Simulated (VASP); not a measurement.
# LaSb (Fm-3m) in VASP: single point with LDA

Aim: the single point of LaSb with LDA.

Everything below comes from runs of VASP 6.6.1. Logs are shortened: lines on timing, memory, paths and dates and some standing lists are left out, and cuts for length are marked.

**1. The cell of the first run**

It takes space group Fm-3m (No. 225, cubic). Conventional cell: a = 6.490 Å, b = 6.490 Å, c = 6.490 Å, α = 90.00°, β = 90.00°, γ = 90.00°. La (site symmetry m-3m) has 6 Sb at 3.25 Å within 4.3 Å. Within 4.3 Å of Sb (site symmetry m-3m) lie 6 La at 3.25 Å.

**2. Single point, LDA**

Input file INCAR:

```
  PREC = Accurate
  ENCUT = 520
  EDIFF = 1E-6
  ISMEAR = -1
  SIGMA = 0.05
  LREAL = F
  LASPH = T
  NELM = 80
  ALGO = Normal
  ISIF = 2
  LWAVE = F
  LCHARG = F
  GGA = CA
  NBANDS = 15
```

Input file KPOINTS:

```
Automatic mesh
0
Gamma
  10 10 10
```

Input file POSCAR:

```
LaSb
1.0
    0.0000000000      3.2450000000      3.2450000000
    3.2450000000      0.0000000000      3.2450000000
    3.2450000000      3.2450000000      0.0000000000
La Sb
1 1
Direct
    0.0000000000      0.0000000000      0.0000000000
    0.5000000000      0.5000000000      0.5000000000
```

Potentials or basis: VASP PAW LDA potentials, release 64 (La, Sb).

Run with:

```console
$ cat potpaw_LDA.64/La/POTCAR potpaw_LDA.64/Sb/POTCAR > POTCAR
$ mpirun -np 1 vasp_std > vasp.out
```

OUTCAR:

```text
PREC = Accurate
   ENCUT = 520
   EDIFF = 1E-6
   ISMEAR = -1
   LREAL = F
   LASPH = T
   NELM = 80
   ISIF = 2
   GGA = CA

 ion  position               nearest neighbor table
   1  0.000  0.000  0.000-   2 3.25   2 3.25   2 3.25   2 3.25   2 3.25   2 3.25
   2  0.500  0.500  0.500-   1 3.25   1 3.25   1 3.25   1 3.25   1 3.25   1 3.25

  LATTYP: Found a face centered cubic cell.
 ALAT       =     6.4900000000

  Lattice vectors:

 A1 = (   0.0000000000,   3.2450000000,   3.2450000000)
 A2 = (   3.2450000000,   0.0000000000,   3.2450000000)
 A3 = (   3.2450000000,   3.2450000000,   0.0000000000)

Analysis of symmetry for initial positions (statically):
=====================================================================
 Subroutine PRICEL returns:
 Original cell was already a primitive cell.

 Routine SETGRP: Setting up the symmetry group for a
 face centered cubic supercell.

 Subroutine GETGRP returns: Found 48 space group operations
 (whereof 48 operations were pure point group operations)
 out of a pool of 48 trial point group operations.

The static configuration has the point symmetry O_h .

Analysis of symmetry for dynamics (positions and initial velocities):
=====================================================================
 Subroutine PRICEL returns:
 Original cell was already a primitive cell.

 Routine SETGRP: Setting up the symmetry group for a
 face centered cubic supercell.

 Subroutine GETGRP returns: Found 48 space group operations
 (whereof 48 operations were pure point group operations)
 out of a pool of 48 trial point group operations.

The dynamic configuration has the point symmetry O_h .

 Subroutine INISYM returns: Found 48 space group operations
 (whereof 48 operations are pure point group operations),
 and found     1 'primitive' translations

----------------------------------------------------------------------------------------

                                     Primitive cell

  volume of cell :      68.3399

  direct lattice vectors                    reciprocal lattice vectors
     0.000000000  3.245000000  3.245000000    -0.154083205  0.154083205  0.154083205
     3.245000000  0.000000000  3.245000000     0.154083205 -0.154083205  0.154083205
     3.245000000  3.245000000  0.000000000     0.154083205  0.154083205 -0.154083205

  length of vectors
     4.589123010  4.589123010  4.589123010     0.266879940  0.266879940  0.266879940

  position of ions in fractional coordinates (direct lattice)
     0.000000000  0.000000000  0.000000000
     0.500000000  0.500000000  0.500000000

  ion indices of the primitive-cell ions
   primitive index   ion index
                 1           1
                 2           2

----------------------------------------------------------------------------------------

 KPOINTS: Automatic mesh

Automatic generation of k-mesh.
 Grid dimensions read from file:
 generate k-points for:   10   10   10

 Generating k-lattice:

  Cartesian coordinates                     Fractional coordinates (reciprocal lattice)
    -0.015408320  0.015408320  0.015408320     0.100000000  0.000000000  0.000000000
     0.015408320 -0.015408320  0.015408320     0.000000000  0.100000000  0.000000000
     0.015408320  0.015408320 -0.015408320     0.000000000  0.000000000  0.100000000

  Length of vectors
     0.026687994  0.026687994  0.026687994

  Shift w.r.t. Gamma in fractional coordinates (k-lattice)
     0.000000000  0.000000000  0.000000000

 Subroutine IBZKPT returns following result:
 ===========================================

 Found     47 irreducible k-points:

 Following reciprocal coordinates:
            Coordinates               Weight
  0.000000  0.000000  0.000000      1.000000
  0.100000  0.000000  0.000000      8.000000
  0.200000  0.000000  0.000000      8.000000
  0.300000  0.000000  0.000000      8.000000
  0.400000  0.000000  0.000000      8.000000
  0.500000  0.000000  0.000000      4.000000
[... 16 lines left out ...]
  0.300000  0.300000  0.000000      6.000000
  0.400000  0.300000  0.000000     24.000000
 [... further k-points ...]
   k-points           NKPTS =     47   k-points in BZ     NKDIM =     47   number of bands    NBANDS=     15
   number of dos      NEDOS =    301   number of ions     NIONS =      2
   total plane-waves  NPLWV =  46656
   dimension x,y,z NGX =    36 NGY =   36 NGZ =   36
   dimension x,y,z NGXF=    72 NGYF=   72 NGZF=   72
   ions per type =               1   1
   NGX,Y,Z   is equivalent  to a cutoff of  13.04, 13.04, 13.04 a.u.
   NGXF,Y,Z  is equivalent  to a cutoff of  26.08, 26.08, 26.08 a.u.
 SYSTEM =  unknown system
   PREC   = accura    normal or accurate (medium, high low for compatibility)
   ISTART =      0    job   : 0-new  1-cont  2-samecut
   ICHARG =      2    charge: 1-file 2-atom 10-const
   ISPIN  =      1    spin polarized calculation?
   LNONCOLLINEAR =      F non collinear calculations
   LSORBIT =      F    spin-orbit coupling
   LASPH  =      T    aspherical Exc in radial PAW
   ENCUT  =  520.0 eV  38.22 Ry    6.18 a.u.   8.53  8.53  8.53*2*pi/ulx,y,z
   NELM   =     80;   NELMIN=  2; NELMDL= -5     # of ELM steps
   EDIFF  = 0.1E-05   stopping-criterion for ELM
   LREAL  =      F    real-space projection
   EDIFFG = 0.1E-04   stopping-criterion for IOM
   NSW    =      0    number of steps for IOM
   IBRION =     -1    ionic relax: 0-MD 1-quasi-New 2-CG
   NFREE  =      0    steps in history (QN), initial steepest desc. (CG)
   ISIF   =      2    stress and relaxation
   ISYM   =      2    0-nonsym 1-usesym 2-fastsym
   POTIM  = 0.5000    time-step for ionic-motion
   TEBEG  =    0.0;   TEEND  =   0.0 temperature during run
   PSTRESS=    0.0 pullay stress
   NELECT =      16.0000    total number of electrons
   NUPDOWN=      -1.0000    fix difference up-down
   EMIN   =  10.00;   EMAX   =-10.00  energy-range for DOS
   EFERMI =   0.00;   METHOD = LEGACY
   ISMEAR =    -1;   SIGMA  =   0.05  broadening in eV -4-tet -1-fermi 0-gaus
   EFERMI_NEDOS =   21; number of points for ismear=-14 and -15
   IALGO  =     38    algorithm
   IMIX   =      4    mixing-type and parameters
     AMIX     =   0.40;   BMIX     =  1.00
     AMIX_MAG =   1.60;   BMIX_MAG =  1.00
  volume/ion in A,a.u.               =      34.17       230.59
  Fermi-wavevector in a.u.,A,eV,Ry     =   1.008998  1.906729 13.851767  1.018076
  Thomas-Fermi vector in A             =   2.141899
   LORBIT       =      0    0 simple, 1 ext, 2 COOP (PROOUT), +10 PAW based schemes
   GGA     = CA    functional components
   LHFCALC =     F    Hartree Fock is set to
   AEXX    =    0.0000 exact exchange contribution
   IVDW    =     0    specifies the selected vdW correction
   LEPSILON=     F    determine dielectric tensor
   LRPA    =     F    only Hartree local field effects (RPA)
 non-spin polarized calculation
  energy-cutoff  :      520.00
  volume of cell :       68.34
 maximum number of plane-waves:      1855
 NGX is ok and might be reduce to    36
   NGX = 17   NGY = 17   NGZ = 17

 number of electron      15.9999999 magnetization

 Free energy of the ion-electron system (eV)
  ---------------------------------------------------
  ext. energy  EPLUGINS =         0.00000000
  ---------------------------------------------------
  free energy    TOTEN  =       -12.89180287 eV

  energy without entropy =      -12.88994668  energy(sigma->0) =      -12.89087478

 E-fermi :   6.5175     XC(G=0):  -9.6084

 val. band max:        6.5064083619   @ k =   0.1000   0.1000   0.0000
 cond. band min:       6.6287482454   @ k =   0.3000   0.3000   0.0000
 fundamental gap:      0.1223398835
 Fermi energy:         6.5175277787

 k-point     1 :       0.0000    0.0000    0.0000
  band No.  band energies     occupation
      1     -25.8643      2.00000
      2      -9.5204      2.00000
      3      -9.5204      2.00000
      4      -9.5204      2.00000
      5      -2.4334      2.00000
      6       6.7140      0.03855
      7       6.7140      0.03855
      8       6.7140      0.03855
      9       7.7768      0.00000
     10       7.7768      0.00000
     11       7.7768      0.00000
     12       8.3400      0.00000
     13       8.5175      0.00000
     14       8.5186      0.00000
     15       8.7048      0.00000

 k-point     2 :       0.1000    0.0000    0.0000
  band No.  band energies     occupation
      1     -25.8625      2.00000
      2      -9.5565      2.00000
      3      -9.5217      2.00000
      4      -9.5217      2.00000
      5      -2.3252      2.00000
      6       6.1741      1.99792
      7       6.3872      1.86248
      8       6.3872      1.86248
      9       7.8026      0.00000
     10       7.8899      0.00000
     11       7.8899      0.00000
     12       8.4436      0.00000
     13       8.5633      0.00000
     14       8.5633      0.00000
     15       8.7058      0.00000

 k-point     3 :       0.2000    0.0000    0.0000
  band No.  band energies     occupation
      1     -25.8578      2.00000
      2      -9.6480      2.00000
      3      -9.5250      2.00000
      4      -9.5250      2.00000
      5      -2.0306      2.00000
      6       5.1846      2.00000
      7       5.8128      2.00000
      8       5.8128      2.00000
      9       7.8363      0.00000
     10       8.1251      0.00000
     11       8.1251      0.00000
     12       8.5743      0.00000
     13       8.5969      0.00000
     14       8.5969      0.00000
     15       8.7086      0.00000
[... 343 lines left out ...]
 k-point    23 :       0.3000    0.3000    0.0000
  band No.  band energies     occupation
      1     -25.8476      2.00000
      2      -9.7040      2.00000
      3      -9.5860      2.00000
      4      -9.5860      2.00000
      5      -1.8078      2.00000
      6       4.3708      2.00000
      7       6.1851      1.99741
      8       6.1851      1.99741
      9       6.6287      0.19516
     10       8.5014      0.00000
     11       8.5154      0.00000
     12       8.5154      0.00000
     13       8.5524      0.00000
     14       8.6315      0.00000
     15       8.9348      0.00000

 k-point    24 :       0.4000    0.3000    0.0000
  band No.  band energies     occupation
      1     -25.8437      2.00000
      2      -9.7414      2.00000
      3      -9.6040      2.00000
      4      -9.5952      2.00000
      5      -1.7411      2.00000
      6       4.4528      2.00000
      7       5.7525      2.00000
      8       6.0225      1.99990
      9       6.8637      0.00197
     10       8.4970      0.00000
     11       8.5219      0.00000
     12       8.5538      0.00000
     13       8.5608      0.00000
     14       8.6501      0.00000
     15       8.8418      0.00000

 [... further k-points ...]

------------------------ aborting loop because EDIFF is reached ----------------------------------------

  FORCE on cell =-STRESS in cart. coord.  units (eV):
  Direction    XX          YY          ZZ          XY          YZ          ZX
  --------------------------------------------------------------------------------------
  -------------------------------------------------------------------------------------
  Total       -0.9635817     -0.9635817     -0.9635817      0.0000000     -0.0000000     -0.0000000
  in kB      -22.5904566    -22.5904566    -22.5904566      0.0000000     -0.0000000     -0.0000000
  external PRESSURE =     -22.5904566 kB  Pullay stress =       0.0000000 kB

 VOLUME and BASIS-vectors are now :
 -----------------------------------------------------------------------------
  energy-cutoff  :      520.00
  volume of cell :       68.34
      direct lattice vectors                 reciprocal lattice vectors
     0.000000000  3.245000000  3.245000000    -0.154083205  0.154083205  0.154083205
     3.245000000  0.000000000  3.245000000     0.154083205 -0.154083205  0.154083205
     3.245000000  3.245000000  0.000000000     0.154083205  0.154083205 -0.154083205

 POSITION                                       TOTAL-FORCE (eV/Angst)
 -----------------------------------------------------------------------------------
      0.00000      0.00000      0.00000        -0.000000      0.000000     -0.000000
      3.24500      3.24500      3.24500         0.000000     -0.000000      0.000000
 -----------------------------------------------------------------------------------
    total drift:                                0.000000      0.000000      0.000000

  FREE ENERGIE OF THE ION-ELECTRON SYSTEM (eV)
  ---------------------------------------------------
  free  energy   TOTEN  =       -12.8918028703 eV

  energy  without entropy=      -12.8899466827  energy(sigma->0) =      -12.89087478
```

Wall time 21 s (1 thread of Intel Xeon 6975P-C (Granite Rapids), shared host); peak memory 0.21 GiB.

What came out:

```
Free energy            : -12.8918 eV
Pressure               : -2.3 GPa
Band gap on the k mesh : zero (bands 8 and 9 overlap by 0.46 eV)
```

Levels at points of the mesh, in eV from the Fermi level:
| k point | band 5 | band 6 | band 7 | band 8 | band 9 | band 10 | band 11 | band 12 |
| --- | --- | --- | --- | --- | --- | --- | --- | --- |
| (0.00, 0.00, 0.00) | -8.95 | 0.20 | 0.20 | 0.20 | 1.26 | 1.26 | 1.26 | 1.82 |
| (0.50, 0.00, 0.00) | -7.63 | -3.22 | -1.62 | -1.62 | 1.72 | 1.93 | 1.93 | 2.11 |
| (0.50, 0.50, 0.00) | -8.39 | -1.46 | -0.26 | -0.26 | -0.26 | 1.99 | 2.02 | 2.06 |

Caveat: spin-orbit coupling is left out, which moves the levels of the heavy elements.
